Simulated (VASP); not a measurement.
# ScAl3N4 (Cm) in VASP: single point with PBEsol

Aim: the single point of ScAl3N4 with PBEsol.

All numbers are computed with VASP 6.6.1; they aren't measurements. Logs are shortened: lines on timing, memory, paths and dates and some standing lists are left out, and cuts for length are marked.

### Step 1. The cell of the first run

It takes space group Cm (No. 8, monoclinic). Conventional cell: a = 11.529 Å, b = 3.209 Å, c = 5.604 Å, α = 90.00°, β = 119.04°, γ = 90.00°. Sc (site symmetry m) has 5 N at 1.86 to 2.57 Å within 2.6 Å. Al (site symmetry m) has 5 N at 1.85 to 2.57 Å within 2.6 Å. Al (site symmetry m) has 5 N at 1.86 to 2.57 Å within 2.6 Å. Within 2.6 Å of Al (site symmetry m) lie 5 N at 1.86 to 2.59 Å. Within 2.6 Å of N (site symmetry m) lie 4 Al at 1.86 to 2.57 Å and 1 Sc at 2.48 Å. N (site symmetry m) has 4 Al at 1.86 to 2.46 Å and 1 Sc at 2.57 Å within 2.6 Å. Within 2.6 Å of N (site symmetry m) lie 3 Al at 1.86 to 2.59 Å and 2 Sc at 1.86 Å. N (site symmetry m) has 4 Al at 1.85 to 2.57 Å and 1 Sc at 1.88 Å within 2.6 Å.

### Step 2. Single point, PBEsol (atoms displaced along a vibrational mode)

INCAR

```
SYSTEM = ScAl3N4
ALGO = Normal
EDIFF = 1E-6
ENCUT = 520
GGA = PS
ISIF = 2
ISMEAR = 0
LASPH = .TRUE.
LCHARG = .FALSE.
LREAL = .FALSE.
LWAVE = .FALSE.
NBANDS = 30
NELM = 100
PREC = Accurate
SIGMA = 0.01
```

KPOINTS

```
k-points
0
G
  8 6 8
  0 0 0
```

POSCAR

```
ScAl3N4
1.0
   -3.2086112703      0.0000000000      0.0000000000
    0.0000000000      5.6037654075     -0.0022277261
    1.6043056351     -2.7998636570     -5.0387091941
Sc Al N
1 3 4
Direct
    0.0271429190      0.3601830177      0.0542858380
    0.5265459542      0.8601904198      0.0530919085
    0.7769306979      0.4432446976      0.5538613958
    0.2761649234      0.9432528810      0.5523298468
    0.7815935698      0.1146504532      0.5631871396
    0.2821026749      0.6158022320      0.5642053498
    0.5332872753      0.1978698427      0.0665745506
    0.0322319855      0.7008064560      0.0644639710
```

Potentials or basis: VASP PAW PBE potentials, release 64 (Sc_sv, Al, N).

The run is started by

```sh
$ cat potpaw_PBE.64/Sc_sv/POTCAR potpaw_PBE.64/Al/POTCAR potpaw_PBE.64/N/POTCAR > POTCAR
$ mpirun -np 1 vasp_std > vasp.out
```

OUTCAR:

```text
SYSTEM = ScAl3N4
   EDIFF = 1E-6
   ENCUT = 520
   GGA = PS
   ISIF = 2
   ISMEAR = 0
   LASPH = .TRUE.
   LREAL = .FALSE.
   NELM = 100
   PREC = Accurate

 ion  position               nearest neighbor table
   1  0.027  0.360  0.054-   7 1.86   7 1.86   8 1.88   5 2.48   6 2.57   3 3.13   3 3.13   4 3.13
                             3 3.14   4 3.14   4 3.14   2 3.23   2 3.23   2 3.23   2 3.23
   2  0.527  0.860  0.053-   8 1.85   8 1.85   7 1.86   6 2.46   5 2.57   4 3.13   4 3.13   3 3.13
                             3 3.13   3 3.14   4 3.14   1 3.23   1 3.23   1 3.23   1 3.23
   3  0.777  0.443  0.554-   6 1.86   6 1.86   5 1.87   7 2.46   1 3.13   1 3.13   2 3.13   2 3.13
                             1 3.14   2 3.14   4 3.22   4 3.22   4 3.23   4 3.23
   4  0.276  0.943  0.552-   5 1.86   5 1.86   6 1.87   8 2.46   2 3.13   2 3.13   1 3.13   1 3.14
                             1 3.14   2 3.14   3 3.22   3 3.22   3 3.23   3 3.23
   5  0.782  0.115  0.563-   4 1.86   4 1.86   3 1.87   1 2.48   2 2.57
   6  0.282  0.616  0.564-   3 1.86   3 1.86   4 1.87   2 2.46   1 2.57
   7  0.533  0.198  0.067-   2 1.86   1 1.86   1 1.86   3 2.46
   8  0.032  0.701  0.064-   2 1.85   2 1.85   1 1.88   4 2.46

  LATTYP: Found a base centered monoclinic cell.
 ALAT       =    11.5287166399
 B/A-ratio  =     0.2783146963
 C/A-ratio  =     0.4860702215
 COS(beta)  =    -0.4853723845

  Lattice vectors:

 A1 = (   1.6043056351,  -2.7998636570,  -5.0387091941)
 A2 = (  -1.6043056352,  -2.7998636570,  -5.0387091941)
 A3 = (   0.0000000000,   5.6037654075,  -0.0022277261)

Analysis of symmetry for initial positions (statically):
=====================================================================
 Subroutine PRICEL returns:
 Original cell was already a primitive cell.

 Routine SETGRP: Setting up the symmetry group for a
 base centered monoclinic supercell.

 Subroutine GETGRP returns: Found  2 space group operations
 (whereof  2 operations were pure point group operations)
 out of a pool of  4 trial point group operations.

The static configuration has the point symmetry C_1h.

Analysis of symmetry for dynamics (positions and initial velocities):
=====================================================================
 Subroutine PRICEL returns:
 Original cell was already a primitive cell.

 Routine SETGRP: Setting up the symmetry group for a
 base centered monoclinic supercell.

 Subroutine GETGRP returns: Found  2 space group operations
 (whereof  2 operations were pure point group operations)
 out of a pool of  4 trial point group operations.

The dynamic configuration has the point symmetry C_1h.

 Subroutine INISYM returns: Found  2 space group operations
 (whereof  2 operations are pure point group operations),
 and found     1 'primitive' translations

----------------------------------------------------------------------------------------

                                     Primitive cell

  volume of cell :      90.6175

  direct lattice vectors                    reciprocal lattice vectors
    -3.208611270  0.000000000  0.000000000    -0.311661313 -0.000039440 -0.099209848
     0.000000000  5.603765408 -0.002227726     0.000000000  0.178412027 -0.099138357
     1.604305635 -2.799863657 -5.038709194     0.000000000 -0.000078880 -0.198419696

  length of vectors
     3.208611270  5.603765850  5.983445781     0.327070893  0.204106015  0.198419712

  position of ions in fractional coordinates (direct lattice)
     0.027142919  0.360183018  0.054285838
     0.526545954  0.860190420  0.053091909
     0.776930698  0.443244698  0.553861396
     0.276164923  0.943252881  0.552329847
     0.781593570  0.114650453  0.563187140
     0.282102675  0.615802232  0.564205350
     0.533287275  0.197869843  0.066574551
     0.032231985  0.700806456  0.064463971

  ion indices of the primitive-cell ions
   primitive index   ion index
                 1           1
                 2           2
                 3           3
                 4           4
                 5           5
                 6           6
                 7           7
                 8           8

----------------------------------------------------------------------------------------

 KPOINTS: k-points

Automatic generation of k-mesh.
 Grid dimensions read from file:
 generate k-points for:    8    6    8

 Generating k-lattice:

  Cartesian coordinates                     Fractional coordinates (reciprocal lattice)
    -0.038957664 -0.000004930 -0.012401231     0.125000000  0.000000000  0.000000000
     0.000000000  0.029735338 -0.016523060     0.000000000  0.166666667 -0.000000000
     0.000000000 -0.000009860 -0.024802462     0.000000000  0.000000000  0.125000000

  Length of vectors
     0.040883862  0.034017669  0.024802464

  Shift w.r.t. Gamma in fractional coordinates (k-lattice)
     0.000000000  0.000000000  0.000000000

 Subroutine IBZKPT returns following result:
 ===========================================

 Found    114 irreducible k-points:

 Following reciprocal coordinates:
            Coordinates               Weight
  0.000000  0.000000  0.000000      1.000000
  0.125000  0.000000 -0.000000      4.000000
  0.250000  0.000000 -0.000000      4.000000
  0.375000  0.000000  0.000000      4.000000
  0.500000  0.000000 -0.000000      2.000000
  0.000000  0.166667  0.000000      2.000000
[... 16 lines left out ...]
  0.125000  0.500000  0.000000      4.000000
  0.250000  0.500000  0.000000      4.000000
 [... further k-points ...]
   k-points           NKPTS =    114   k-points in BZ     NKDIM =    114   number of bands    NBANDS=     30
   number of dos      NEDOS =    301   number of ions     NIONS =      8
   total plane-waves  NPLWV =  48384
   dimension x,y,z NGX =    24 NGY =   42 NGZ =   48
   dimension x,y,z NGXF=    48 NGYF=   84 NGZF=   96
   ions per type =               1   3   4
   NGX,Y,Z   is equivalent  to a cutoff of  12.43, 12.46, 13.34 a.u.
   NGXF,Y,Z  is equivalent  to a cutoff of  24.87, 24.92, 26.67 a.u.
 SYSTEM =  ScAl3N4
   PREC   = accura    normal or accurate (medium, high low for compatibility)
   ISTART =      0    job   : 0-new  1-cont  2-samecut
   ICHARG =      2    charge: 1-file 2-atom 10-const
   ISPIN  =      1    spin polarized calculation?
   LNONCOLLINEAR =      F non collinear calculations
   LSORBIT =      F    spin-orbit coupling
   LASPH  =      T    aspherical Exc in radial PAW
   ENCUT  =  520.0 eV  38.22 Ry    6.18 a.u.   5.97 10.42 11.13*2*pi/ulx,y,z
   NELM   =    100;   NELMIN=  2; NELMDL= -5     # of ELM steps
   EDIFF  = 0.1E-05   stopping-criterion for ELM
   LREAL  =      F    real-space projection
[... 7 lines left out ...]
   TEBEG  =    0.0;   TEEND  =   0.0 temperature during run
   PSTRESS=    0.0 pullay stress
   NELECT =      40.0000    total number of electrons
   NUPDOWN=      -1.0000    fix difference up-down
   EMIN   =  10.00;   EMAX   =-10.00  energy-range for DOS
   EFERMI =   0.00;   METHOD = LEGACY
   ISMEAR =     0;   SIGMA  =   0.01  broadening in eV -4-tet -1-fermi 0-gaus
   EFERMI_NEDOS =   21; number of points for ismear=-14 and -15
   IALGO  =     38    algorithm
   IMIX   =      4    mixing-type and parameters
     AMIX     =   0.40;   BMIX     =  1.00
     AMIX_MAG =   1.60;   BMIX_MAG =  1.00
  volume/ion in A,a.u.               =      11.33        76.44
  Fermi-wavevector in a.u.,A,eV,Ry     =   1.246496  2.355535 21.140068  1.553751
  Thomas-Fermi vector in A             =   2.380670
   LORBIT       =      0    0 simple, 1 ext, 2 COOP (PROOUT), +10 PAW based schemes
   GGA     = PS    functional components
   LHFCALC =     F    Hartree Fock is set to
   AEXX    =    0.0000 exact exchange contribution
   IVDW    =     0    specifies the selected vdW correction
   LEPSILON=     F    determine dielectric tensor
   LRPA    =     F    only Hartree local field effects (RPA)
 non-spin polarized calculation
 Gauss-broadening in eV      SIGMA  =   0.01
  energy-cutoff  :      520.00
  volume of cell :       90.62
 maximum number of plane-waves:      2466
   NGX = 11   NGY = 21   NGZ = 23

 number of electron      39.9999998 magnetization

 Free energy of the ion-electron system (eV)
  ---------------------------------------------------
  ext. energy  EPLUGINS =         0.00000000
  ---------------------------------------------------
  free energy    TOTEN  =       -62.98407576 eV

  energy without entropy =      -62.98407576  energy(sigma->0) =      -62.98407576

 E-fermi :   6.1911     XC(G=0): -11.0243

 val. band max:        6.1498480378   @ k =   0.0000   0.0000   0.0000
 cond. band min:       8.2324873771   @ k =   0.0000   0.0000   0.0000
 fundamental gap:      2.0826393392
 Fermi energy:         6.1911452418

 k-point     1 :       0.0000    0.0000    0.0000
  band No.  band energies     occupation
      1     -40.5289      2.00000
      2     -19.6970      2.00000
      3     -19.4527      2.00000
      4     -19.4165      2.00000
      5      -9.4132      2.00000
      6      -7.6987      2.00000
[... 22 lines left out ...]
     29      14.2365      0.00000
     30      15.0151      0.00000

 k-point     2 :       0.1250    0.0000   -0.0000
  band No.  band energies     occupation
      1     -40.5227      2.00000
      2     -19.6955      2.00000
      3     -19.4961      2.00000
      4     -19.4456      2.00000
      5      -9.2616      2.00000
      6      -7.6677      2.00000
[... 22 lines left out ...]
     29      14.2084      0.00000
     30      14.6491      0.00000

 k-point     3 :       0.2500    0.0000   -0.0000
  band No.  band energies     occupation
      1     -40.5077      2.00000
      2     -19.7615      2.00000
      3     -19.6109      2.00000
      4     -19.4289      2.00000
      5      -8.8465      2.00000
      6      -7.5837      2.00000
[... 682 lines left out ...]
     29      13.3752      0.00000
     30      13.5312      0.00000

 k-point    24 :       0.2500    0.5000    0.0000
  band No.  band energies     occupation
      1     -40.5076      2.00000
      2     -19.7626      2.00000
      3     -19.6133      2.00000
      4     -19.4295      2.00000
      5      -8.3228      2.00000
      6      -8.1109      2.00000
[... 22 lines left out ...]
     29      13.8205      0.00000
     30      13.9778      0.00000

 [... further k-points ...]

------------------------ aborting loop because EDIFF is reached ----------------------------------------

  FORCE on cell =-STRESS in cart. coord.  units (eV):
  Direction    XX          YY          ZZ          XY          YZ          ZX
  --------------------------------------------------------------------------------------
  -------------------------------------------------------------------------------------
  Total       10.9476969     10.2488728     -8.4500377      0.0000000      0.0991990     -0.0000000
  in kB      193.5624346    181.2067686   -149.4021883      0.0000000      1.7539036     -0.0000000
  external PRESSURE =      75.1223383 kB  Pullay stress =       0.0000000 kB

 VOLUME and BASIS-vectors are now :
 -----------------------------------------------------------------------------
  energy-cutoff  :      520.00
  volume of cell :       90.62
      direct lattice vectors                 reciprocal lattice vectors
    -3.208611270  0.000000000  0.000000000    -0.311661313 -0.000039440 -0.099209848
     0.000000000  5.603765408 -0.002227726     0.000000000  0.178412027 -0.099138357
     1.604305635 -2.799863657 -5.038709194     0.000000000 -0.000078880 -0.198419696

 POSITION                                       TOTAL-FORCE (eV/Angst)
 -----------------------------------------------------------------------------------
     -0.00000      1.86639     -0.27433         0.000000     -0.034589      0.414140
     -1.60431      4.67166     -0.26943         0.000000      0.397502      0.163245
     -1.60431      0.93310     -2.79173         0.000000     -0.095649      0.206344
     -0.00000      3.73932     -2.78513         0.000000     -0.130765      0.409567
     -1.60431     -0.93437     -2.83799        -0.000000      0.134140     -0.232397
     -0.00000      1.87111     -2.84424        -0.000000      0.103838     -0.181094
     -1.60431      0.92242     -0.33589        -0.000000     -4.071114     -0.463490
     -0.00000      3.74666     -0.32638        -0.000000      3.696638     -0.316314
 -----------------------------------------------------------------------------------
    total drift:                                0.000027      0.000295     -0.000227

  FREE ENERGIE OF THE ION-ELECTRON SYSTEM (eV)
  ---------------------------------------------------
  free  energy   TOTEN  =       -62.9840757562 eV

  energy  without entropy=      -62.9840757562  energy(sigma->0) =      -62.98407576
```

Run time: 8.2 min. Hardware: 1 thread of Intel Xeon 8259CL, shared host; peak memory 0.4 GiB.

Results:

- Free energy: -62.9841 eV
- Pressure: 7.5 GPa
- Largest force: 4.097 eV/Å
- Band gap on the k mesh: 2.08 eV

Forces on the atoms (eV/Å):
```
Sc   0.000 -0.035  0.414
Al   0.000  0.398  0.163
Al   0.000 -0.096  0.206
Al   0.000 -0.131  0.410
N    0.000  0.134 -0.232
N    0.000  0.104 -0.181
N    0.000 -4.071 -0.463
N    0.000  3.697 -0.316
```

Stress tensor (GPa, compression positive):
```
 19.36   0.00   0.00
  0.00  18.12   0.18
  0.00   0.18 -14.94
```

Caveat: the cell differs from its parent crystal (atoms displaced along a vibrational mode); the cell stands under pressure; the PAW data sets were made with another functional, which shifts forces and pressure a little.
